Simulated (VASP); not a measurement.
Sb: single point with PBE

Crystal: Sb.

```
Sb
1.0
    -1.89626    1.89626    1.89626
     1.89626   -1.89626    1.89626
     1.89626    1.89626   -1.89626
Sb
1
Direct
  0.00000 0.00000 0.00000
```

* Program: VASP 6.6.1
* Task: single point
* Functional: PBE
* Potentials or basis: VASP PAW PBE potentials, release 64 (Sb)
* Cutoff: 500 eV
* k mesh: 12 × 12 × 12
* Occupations: fermi-dirac, width 0.1 eV
* Spin: no spin polarisation
* Dipole correction: no
* Further INCAR settings: ALGO = Normal; EDIFF = 1e-06; NBANDS = 8

The pressure is -0.2 GPa.

Levels at points of the mesh, in eV from the Fermi level:
| k point | band 1 | band 2 | band 3 | band 4 | band 5 |
| --- | --- | --- | --- | --- | --- |
| (0.00, 0.00, 0.00) | -12.75 | 5.38 | 5.38 | 5.38 | 10.48 |
| (0.50, 0.00, 0.00) | -8.80 | -5.52 | 1.65 | 3.68 | 6.36 |
| (0.50, 0.50, 0.50) | -5.66 | -1.98 | -1.98 | -1.98 | 2.99 |

It took 12 s on 1 thread of Intel Xeon 8259CL, on a shared host, peak memory 0.14 GiB.

Caveat: spin-orbit coupling is left out, which moves the levels of the heavy elements.
